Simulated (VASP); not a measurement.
Runs of VASP 6.6.1 on KCl. Symmetry: F-43m, No. 216, cubic system. Conventional cell: a = 7.015 Å, b = 7.015 Å, c = 7.015 Å, α = 90.00°, β = 90.00°, γ = 90.00°. K (site symmetry -43m) has 4 Cl at 3.04 Å within 4.0 Å. Within 4.0 Å of Cl (site symmetry -43m) lie 4 K at 3.04 Å. 

| level | potentials or basis | k mesh | grid for exact exchange (PRECFOCK) | share of exact exchange | screening parameter | gap on the mesh (eV) | pressure (GPa) |
| --- | --- | --- | --- | --- | --- | --- | --- |
| LDA | VASP PAW LDA potentials, release 64 (K_sv, Cl) | 4 × 4 × 4 | - | - | - | 4.47 | (a) |
| PBE | VASP PAW PBE potentials, release 64 (K_sv, Cl) | 4 × 4 × 4 | - | - | - | 4.77 | 0.3 |
| HSE06 | VASP PAW PBE potentials, release 64 (K_sv, Cl) | 4 × 4 × 4 | Normal | 0.25 | 0.2079 1/Å | 6.02 | 0.2 |
| r2SCAN | VASP PAW PBE potentials, release 64 (K_sv, Cl) | 4 × 4 × 4 | - | - | - | 5.35 | (b) |
| PBE | VASP PAW PBE potentials, release 64 (K_sv, Cl) | 6 × 6 × 6 | - | - | - | 4.77 | 0.3 |

Alike in all rows: task single point; no spin polarisation; cell as given; cutoff (eV) 520; smearing gaussian 0.01 eV.

Problem. Estimate the missing entries.

Solution. (a) -1.2; (b) 0.0.

Caveats: the PAW data sets were made with another functional, which shifts forces and pressure a little (at least some runs).

A k mesh can miss the band edges.
